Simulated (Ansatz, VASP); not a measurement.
## Two plane-wave programs on InP

```
In P
1.0
     0.00000    2.87189    2.93050
     2.93050    0.00000    2.93050
     2.93050    2.87189    0.00000
In P
1 1
Direct
  0.00000 0.00000 0.00000
  0.75000 0.75000 0.75000
```

Change from the starting cell: strain -0.0200 x Voigt [0, 1, 0, 0, 0, 0], atoms carried along.

Alike in both runs: task single point; functional PBE; k mesh 8 × 8 × 8; occupations gaussian, width 0.05 eV; no spin polarisation.

```csv
,VASP,Ansatz
version,VASP 6.6.1,Ansatz 0.2.0
potentials or method,"VASP PAW PBE potentials, release 64 (In_d, P), cutoff 520 eV","scalar-relativistic, plane waves, PAW"
valence electrons in the cell,18,18
```

|  | VASP | Ansatz | Ansatz less VASP |
| --- | --- | --- | --- |
| gap on the k mesh at the Fermi level (eV) | 0.76 | 0.76 | +0.003 |
| least direct gap on the mesh (eV) | 0.76 | 0.76 | +0.003 |
| pressure (GPa) | 4.8 | 4.9 | +0.07 |
| traceless stress, the component that is largest in VASP (GPa) | 0.50 | 0.50 | -0.001 |
